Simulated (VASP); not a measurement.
The system is Nb.

```
Nb
1.0
     1.66500    1.66500    1.66500
    -1.66500    1.66500    1.66500
    -1.66500   -1.66500    1.66500
Nb
1
Cartesian
  0.0000 0.0000 0.0000
```

* Program: VASP 6.6.1
* Task: relaxation of cell and atoms
* Functional: LDA
* Potentials or basis: VASP PAW LDA potentials, release 64 (Nb_sv)
* Cutoff: 600 eV
* k mesh: 9 × 9 × 9
* Occupations: fermi-dirac, width 0.1 eV
* Spin: no spin polarisation

At the start: pressure -12.7 GPa; volume 18.46 Å³/atom.

Q: How do energy, volume and symmetry change on relaxing?

A: Over 4 steps the energy falls by 56.5 meV/atom and the volume is 17.13 Å³/atom (-7.2 %); space group Im-3m (No. 229, to 0.05 Å).

The path:
```
step  energy change (eV)  largest force (eV/Å)  pressure (GPa)  volume (Å³)
   1              0.0000                0.0000          -12.71        18.46
   2              0.1802                0.0000           37.06        14.82
   3             -0.0564                0.0000           -0.70        17.18
   4             -0.0565                0.0000           -0.09        17.13
```

Final structure:
```
Nb
1.0
     1.62387    1.62387    1.62387
    -1.62387    1.62387    1.62387
    -1.62387   -1.62387    1.62387
Nb
1
Direct
  0.00000 0.00000 0.00000
```
